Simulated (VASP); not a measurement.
Runs of VASP 6.6.1 on ZnS. The structure is that of space group P6_3/mmc (No. 194), or close to it. The cells are those of the table. 

```tsv
level	cell	k mesh	gap on the mesh (eV)	pressure (GPa)
r2SCAN	a = 3.625, b = 3.625, c = 5.938 Å, angles 90.0, 90.0, 120.0°, 4 atoms	6 × 6 × 4	0.82	-2.5
PBE	a = 3.590, b = 3.590, c = 5.880 Å, angles 90.0, 90.0, 120.0°, 4 atoms	12 × 12 × 4	0.37	2.5
PBE	a = 3.588, b = 3.588, c = 5.854 Å, angles 90.0, 90.0, 120.0°, 4 atoms	6 × 6 × 4	(b)	(c)
PBE	a = 3.550, b = 3.550, c = 5.793 Å, angles 90.0, 90.0, 120.0°, 4 atoms	6 × 6 × 4	0.37	6.4
r2SCAN	a = 3.590, b = 3.590, c = 5.880 Å, angles 90.0, 90.0, 120.0°, 4 atoms	12 × 12 × 4	0.81	0.2
r2SCAN	a = 3.516, b = 3.516, c = 5.760 Å, angles 90.0, 90.0, 120.0°, 4 atoms	6 × 6 × 4	(d)	7.2
PBE	a = 3.695, b = 3.695, c = 6.030 Å, angles 90.0, 90.0, 120.0°, 4 atoms	6 × 6 × 4	(a)	-4.2
PBE	a = 3.660, b = 3.660, c = 5.973 Å, angles 90.0, 90.0, 120.0°, 4 atoms	6 × 6 × 4	0.40	-2.2
```

Alike in all rows: task single point; potentials or basis VASP PAW PBE potentials, release 64 (Zn, S); no spin polarisation; cutoff (eV) 520; smearing gaussian 0.01 eV.

Task: Fill in the values left out.

Result: (a) 0.41; (b) 0.39; (c) 3.0; (d) 0.77.

Caveats: the PAW data sets were made with another functional, which shifts forces and pressure a little (some runs).

A k mesh can miss the band edges.
